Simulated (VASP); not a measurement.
# BaTiO3 (Amm2) in VASP: notebook

BaTiO3 is run at these levels: PBE; tasks: single point, relaxation of shape and atoms at fixed volume.

Everything below comes from runs of VASP 6.6.1. Logs are shortened: lines on timing, memory, paths and dates and some standing lists are left out, and cuts for length are marked.

## 1. The cell of the first run

It takes space group Amm2 (No. 38, orthorhombic). Conventional cell: a = 3.972 Å, b = 5.781 Å, c = 5.832 Å, α = 90.00°, β = 90.00°, γ = 90.00°. Ba (site symmetry mm2) has 12 O at 2.77 to 3.06 Å and 8 Ti at 3.45 to 3.61 Å within 3.7 Å. Ti (site symmetry mm2) has 6 O at 1.85 to 2.27 Å within 2.4 Å. O (site symmetry mm2) has 2 Ti at 2.00 Å and 3 Ba at 2.77 to 2.89 Å and 8 O at 2.82 to 2.89 Å within 2.9 Å. O (site symmetry m) has 2 Ti at 1.85 to 2.27 Å within 2.4 Å.

## 2. Single point, PBE

Input file INCAR:

```
PREC = Accurate
ENCUT = 520
EDIFF = 1E-6
ISMEAR = 0
SIGMA = 0.02
LREAL = F
LASPH = T
NELM = 100
ALGO = Normal
ISIF = 2
LWAVE = F
LCHARG = F
GGA = PE
NBANDS = 28
```

Input file KPOINTS:

```
Automatic mesh
0
Gamma
  8 8 8
```

Input file POSCAR:

```
BaTiO3
1.0
    3.9721001661      0.0000000000      0.0000000000
    0.0000000000      2.8906399389      2.9160034571
    0.0000000000     -2.8906399389      2.9160034571
Ba Ti O
1 1 3
Direct
    0.0000000000      0.0117240323      0.0117240323
    0.5000000000      0.5279398980      0.5279398980
    0.0000000000      0.4873472767      0.4873472767
    0.5000000000      0.4933592799      0.9765095131
    0.5000000000      0.9765095131      0.4933592799
```

Potentials or basis: VASP PAW PBE potentials, release 64 (Ba_sv, Ti_sv, O).

Run with:

```console
$ cat potpaw_PBE.64/Ba_sv/POTCAR potpaw_PBE.64/Ti_sv/POTCAR potpaw_PBE.64/O/POTCAR > POTCAR
$ mpirun -np 1 vasp_std > vasp.out
```

OUTCAR:

```text
PREC = Accurate
   ENCUT = 520
   EDIFF = 1E-6
   ISMEAR = 0
   LREAL = F
   LASPH = T
   NELM = 100
   ISIF = 2
   GGA = PE

 ion  position               nearest neighbor table
   1  0.000  0.012  0.012-   3 2.77   4 2.81   5 2.81   4 2.81   5 2.81   3 2.89   3 2.89   5 2.92
                             4 2.92   5 2.92   4 2.92   3 3.06   2 3.45   2 3.45   2 3.51   2 3.51
   2  0.500  0.528  0.528-   4 1.85   5 1.85   3 2.00   3 2.00   5 2.27   4 2.27   1 3.45   1 3.45
                             1 3.51   1 3.51   1 3.51   1 3.51   1 3.61   1 3.61
   3  0.000  0.487  0.487-   2 2.00   2 2.00   1 2.77   1 2.89   1 2.89   1 3.06
   4  0.500  0.493  0.977-   2 1.85   2 2.27   1 2.81   1 2.81   1 2.92   1 2.92
   5  0.500  0.977  0.493-   2 1.85   2 2.27   1 2.81   1 2.81   1 2.92   1 2.92

  LATTYP: Found a base centered orthorhombic cell.
 ALAT       =     5.7812798778
 B/A-ratio  =     1.0087743609
 C/A-ratio  =     0.6870624239

  Lattice vectors:

 A1 = (   0.0000000000,   2.8906399389,  -2.9160034571)
 A2 = (   0.0000000000,   2.8906399389,   2.9160034571)
 A3 = (   3.9721001661,   0.0000000000,   0.0000000000)

Analysis of symmetry for initial positions (statically):
=====================================================================
 Subroutine PRICEL returns:
 Original cell was already a primitive cell.

 Routine SETGRP: Setting up the symmetry group for a
 base centered orthorhombic supercell.

 Subroutine GETGRP returns: Found  4 space group operations
 (whereof  4 operations were pure point group operations)
 out of a pool of  8 trial point group operations.

The static configuration has the point symmetry C_2v.

Analysis of symmetry for dynamics (positions and initial velocities):
=====================================================================
 Subroutine PRICEL returns:
 Original cell was already a primitive cell.

 Routine SETGRP: Setting up the symmetry group for a
 base centered orthorhombic supercell.

 Subroutine GETGRP returns: Found  4 space group operations
 (whereof  4 operations were pure point group operations)
 out of a pool of  8 trial point group operations.

The dynamic configuration has the point symmetry C_2v.

 Subroutine INISYM returns: Found  4 space group operations
 (whereof  4 operations are pure point group operations),
 and found     1 'primitive' translations

----------------------------------------------------------------------------------------

                                     Primitive cell

  volume of cell :      66.9626

  direct lattice vectors                    reciprocal lattice vectors
[... 99 lines left out ...]
   ISIF   =      2    stress and relaxation
   ISYM   =      2    0-nonsym 1-usesym 2-fastsym
   POTIM  = 0.5000    time-step for ionic-motion
   TEBEG  =    0.0;   TEEND  =   0.0 temperature during run
   PSTRESS=    0.0 pullay stress
   NELECT =      40.0000    total number of electrons
   NUPDOWN=      -1.0000    fix difference up-down
   EMIN   =  10.00;   EMAX   =-10.00  energy-range for DOS
   EFERMI =   0.00;   METHOD = LEGACY
   ISMEAR =     0;   SIGMA  =   0.02  broadening in eV -4-tet -1-fermi 0-gaus
   EFERMI_NEDOS =   21; number of points for ismear=-14 and -15
   IALGO  =     38    algorithm
   IMIX   =      4    mixing-type and parameters
     AMIX     =   0.40;   BMIX     =  1.00
     AMIX_MAG =   1.60;   BMIX_MAG =  1.00
  volume/ion in A,a.u.               =      13.39        90.38
  Fermi-wavevector in a.u.,A,eV,Ry     =   1.378745  2.605451 25.863845  1.900939
  Thomas-Fermi vector in A             =   2.503779
   LORBIT       =      0    0 simple, 1 ext, 2 COOP (PROOUT), +10 PAW based schemes
   GGA     = PE    functional components
   LHFCALC =     F    Hartree Fock is set to
   AEXX    =    0.0000 exact exchange contribution
   IVDW    =     0    specifies the selected vdW correction
   LEPSILON=     F    determine dielectric tensor
   LRPA    =     F    only Hartree local field effects (RPA)
 non-spin polarized calculation
 Gauss-broadening in eV      SIGMA  =   0.02
  energy-cutoff  :      520.00
  volume of cell :       66.96
 maximum number of plane-waves:      1823
 NGX is ok and might be reduce to    30
   NGX = 15   NGY = 15   NGZ = 15

 number of electron      39.9999987 magnetization

 Free energy of the ion-electron system (eV)
  ---------------------------------------------------
  ext. energy  EPLUGINS =         0.00000000
  ---------------------------------------------------
  free energy    TOTEN  =       -40.05255647 eV

  energy without entropy =      -40.05255647  energy(sigma->0) =      -40.05255647

 E-fermi :   3.5834     XC(G=0): -11.0028

 val. band max:        3.5017748581   @ k =   0.5000   0.5000   0.5000
 cond. band min:       5.8497199348   @ k =   0.0000   0.0000   0.0000
 fundamental gap:      2.3479450767
 Fermi energy:         3.5833533714

 k-point     1 :       0.0000    0.0000    0.0000
  band No.  band energies     occupation
      1     -52.8737      2.00000
      2     -29.1560      2.00000
      3     -29.1544      2.00000
      4     -29.0702      2.00000
      5     -21.4812      2.00000
      6     -13.2825      2.00000
[... 733 lines left out ...]
     27      11.3607      0.00000
     28      12.6620      0.00000

 [... further k-points ...]

------------------------ aborting loop because EDIFF is reached ----------------------------------------

  FORCE on cell =-STRESS in cart. coord.  units (eV):
  Direction    XX          YY          ZZ          XY          YZ          ZX
  --------------------------------------------------------------------------------------
  -------------------------------------------------------------------------------------
  Total        0.6427453      0.6810071      0.6524632      0.0000000      0.0000000      0.0000000
  in kB       15.3786161     16.2940864     15.6111325      0.0000000      0.0000000      0.0000000
  external PRESSURE =      15.7612783 kB  Pullay stress =       0.0000000 kB

 VOLUME and BASIS-vectors are now :
 -----------------------------------------------------------------------------
  energy-cutoff  :      520.00
  volume of cell :       66.96
      direct lattice vectors                 reciprocal lattice vectors
     3.972100166  0.000000000  0.000000000     0.251755988  0.000000000  0.000000000
     0.000000000  2.890639939  2.916003457     0.000000000  0.172972079  0.171467561
     0.000000000 -2.890639939  2.916003457     0.000000000 -0.172972079  0.171467561

 POSITION                                       TOTAL-FORCE (eV/Angst)
 -----------------------------------------------------------------------------------
      0.00000      0.00000      0.06837         0.000000      0.000000     -0.045982
      1.98605      0.00000      3.07895         0.000000      0.000000     -0.089900
      0.00000      0.00000      2.84221         0.000000      0.000000      0.022300
      1.98605     -1.39661      4.28614         0.000000     -0.034938      0.056790
      1.98605      1.39661      4.28614         0.000000      0.034938      0.056790
 -----------------------------------------------------------------------------------
    total drift:                                0.000000      0.000000      0.000278

  FREE ENERGIE OF THE ION-ELECTRON SYSTEM (eV)
  ---------------------------------------------------
  free  energy   TOTEN  =       -40.0525564673 eV

  energy  without entropy=      -40.0525564673  energy(sigma->0) =      -40.05255647
```

OSZICAR:

```text
N       E                     dE             d eps       ncg     rms          rms(c)
DAV:   1     0.438250905599E+03    0.43825E+03   -0.20838E+04  5880   0.154E+03
DAV:   2    -0.530665870595E+01   -0.44356E+03   -0.42393E+03  6880   0.426E+02
DAV:   3    -0.484723328916E+02   -0.43166E+02   -0.42765E+02  8160   0.132E+02
DAV:   4    -0.505676653065E+02   -0.20953E+01   -0.20907E+01  8952   0.248E+01
DAV:   5    -0.506314940219E+02   -0.63829E-01   -0.63820E-01  7964   0.336E+00    0.235E+01
DAV:   6    -0.403329134145E+02    0.10299E+02   -0.56753E+01  8996   0.678E+01    0.104E+01
DAV:   7    -0.402680419084E+02    0.64872E-01   -0.12517E+01  8124   0.264E+01    0.726E+00
DAV:   8    -0.400588463031E+02    0.20920E+00   -0.59181E-01  7192   0.720E+00    0.389E+00
DAV:   9    -0.400872237214E+02   -0.28377E-01   -0.46813E-01  8700   0.624E+00    0.180E+00
DAV:  10    -0.400567140808E+02    0.30510E-01   -0.17020E-01  7272   0.401E+00    0.578E-01
DAV:  11    -0.400528179025E+02    0.38962E-02   -0.15135E-02  8644   0.947E-01    0.189E-01
DAV:  12    -0.400525366956E+02    0.28121E-03   -0.16524E-03  6708   0.257E-01    0.366E-02
DAV:  13    -0.400525702742E+02   -0.33579E-04   -0.13545E-04  7192   0.932E-02    0.340E-02
DAV:  14    -0.400525568177E+02    0.13457E-04   -0.43655E-05  7140   0.654E-02    0.126E-02
DAV:  15    -0.400525565136E+02    0.30407E-06   -0.15386E-05  8768   0.329E-02    0.488E-03
DAV:  16    -0.400525564673E+02    0.46322E-07   -0.10779E-06  3984   0.904E-03
   1 F= -.40052556E+02 E0= -.40052556E+02  d E =-.131094E-11
```

stdout:

```text
POSCAR found type information on POSCAR BaTiO
 POSCAR found :  3 types and       5 ions
 scaLAPACK will be used
 LDA part: xc-table for (Slater+PW92), standard interpolation
 POSCAR, INCAR and KPOINTS ok, starting setup
 FFT: planning ... GRIDC
 FFT: planning ... GRID_SOFT
 FFT: planning ... GRID
 WAVECAR not read
 entering main loop
```

It took 3.2 min on 1 thread of Intel Xeon 8259CL, shared host; peak memory 0.32 GiB.

Results:

```yaml
Free_energy: -40.0526 eV
Pressure: 1.6 GPa
Largest_force: 0.090 eV/Å
Band_gap_on_the_k_mesh: 2.35 eV (least direct gap 2.89 eV)
```

Forces in eV/Å, atoms in the order of the input:
```
Ba   0.000  0.000 -0.046
Ti   0.000  0.000 -0.090
O    0.000  0.000  0.022
O    0.000 -0.035  0.057
O    0.000  0.035  0.057
```

Levels at points of the mesh, in eV from the valence-band top:
```
           k point  band 18  band 19  band 20  band 21  band 22  band 23
(0.00, 0.00, 0.00)    -0.72    -0.63    -0.54     2.35     2.66     2.70
(0.50, 0.00, 0.00)    -1.46    -1.34    -1.20     2.77     3.61     3.89
(0.00, 0.50, 0.00)    -1.65    -1.06    -0.82     2.60     3.71     3.71
(0.50, 0.50, 0.00)    -0.99    -0.94    -0.08     3.74     3.77     4.09
(0.00, 0.50, 0.50)    -0.99    -0.87    -0.35     3.68     3.78     3.95
(0.50, 0.50, 0.50)    -0.27    -0.04     0.00     4.13     4.18     4.36
```

Caveat: spin-orbit coupling is left out, which moves the levels of the heavy elements. A k mesh can miss the band edges.

## 3. Relaxation of shape and atoms at fixed volume, PBE (14.73 Å³/atom)

This run uses another cell than the first one, of 14.73 Å³/atom.

Input file INCAR:

```
PREC = Accurate
ENCUT = 600
EDIFF = 1E-7
ISMEAR = 0
SIGMA = 0.02
LREAL = F
LASPH = T
NELM = 120
ALGO = Normal
ISIF = 4
LWAVE = F
LCHARG = F
GGA = PE
IBRION = 2
NSW = 50
EDIFFG = -0.01
GGA_COMPAT = F
NELMIN = 4
```

Input file KPOINTS:

```
regular mesh
0
Gamma
  8 8 8
```

Input file POSCAR:

```
BaTiO3
1.0
    4.0051621441      0.0000000000      0.0000000000
    0.0000000000      3.0059050442      3.0591413920
    0.0000000000     -3.0059050442      3.0591413920
Ba Ti O
1 1 3
Direct
    0.0000000000      0.0200776192      0.0200776192
    0.5000000000      0.5364458951      0.5364458951
    0.0000000000      0.4809993253      0.4809993253
    0.5000000000      0.4938493402      0.9655078204
    0.5000000000      0.9655078204      0.4938493402
```

Potentials or basis: VASP PAW PBE potentials, release 64 (Ba_sv, Ti_sv, O).

Run with:

```console
$ cat potpaw_PBE.64/Ba_sv/POTCAR potpaw_PBE.64/Ti_sv/POTCAR potpaw_PBE.64/O/POTCAR > POTCAR
$ mpirun -np 1 vasp_std > vasp.out
```

Run time: 14 min. Hardware: 1 thread of AMD EPYC 9R45 (Zen 5), shared host; peak memory 0.35 GiB.

Results (log left out):

```yaml
Free_energy: -39.9673 eV
Energy_gained_by_relaxing: 3.3 meV/atom
Ionic_steps: 11
Pressure_after_relaxing: -4.9 GPa
Largest_force_after_relaxing: 0.009 eV/Å
Band_gap_on_the_k_mesh: 2.82 eV (least direct gap 3.45 eV)
```

Forces in eV/Å, atoms in the order of the input:
```
Ba   0.000  0.000  0.006
Ti   0.000  0.000  0.002
O    0.000  0.000  0.003
O    0.000  0.008 -0.005
O    0.000 -0.008 -0.005
```

Stress tensor (GPa, compression positive):
```
-4.92  0.00  0.00
 0.00 -4.87  0.00
 0.00  0.00 -5.02
```

The path:
```
step  energy change (eV)  largest force (eV/Å)  pressure (GPa)  volume (Å³)
   1              0.0000                0.4052           -7.28        73.66
   2             -0.0095                0.1573           -5.58        73.66
   3             -0.0100                0.0520           -5.89        73.66
   4             -0.0133                0.0388           -5.61        73.66
   5             -0.0148                0.1057           -5.26        73.66
   6             -0.0155                0.0729           -5.20        73.66
   7             -0.0160                0.0517           -5.12        73.66
   8             -0.0164                0.0512           -4.93        73.66
   9             -0.0165                0.0596           -4.88        73.66
  10             -0.0165                0.0602           -4.99        73.66
  11             -0.0166                0.0093           -4.94        73.66
```

Final structure:
```xyz
5
Lattice="3.9381 0.0000 0.0000 0.0000 3.0225 3.0941 0.0000 -3.0225 3.0941" Properties=species:S:1:pos:R:3 pbc="T T T"
Ba    0.0000    0.0000    0.1433
Ti    1.9691    0.0000    3.3454
O     0.0000    0.0000    2.9577
O     1.9691   -1.4032    4.5024
O     1.9691    1.4032    4.5024
```

Levels at points of the mesh, in eV from the valence-band top:
| k point | band 18 | band 19 | band 20 | band 21 | band 22 | band 23 |
| --- | --- | --- | --- | --- | --- | --- |
| (0.00, 0.00, 0.00) | -1.15 | -0.93 | -0.70 | 2.82 | 3.21 | 3.48 |
| (0.50, 0.00, 0.00) | -1.56 | -1.53 | -1.22 | 3.10 | 3.58 | 4.16 |
| (0.00, 0.50, 0.00) | -1.53 | -1.29 | -0.88 | 3.11 | 3.72 | 3.91 |
| (0.50, 0.50, 0.00) | -1.03 | -0.90 | -0.07 | 3.67 | 3.77 | 4.19 |
| (0.00, 0.50, 0.50) | -1.17 | -0.89 | -0.56 | 3.69 | 3.80 | 4.03 |
| (0.50, 0.50, 0.50) | -0.52 | -0.10 | 0.00 | 3.91 | 3.98 | 4.37 |

Caveat: spin-orbit coupling is left out, which moves the levels of the heavy elements.
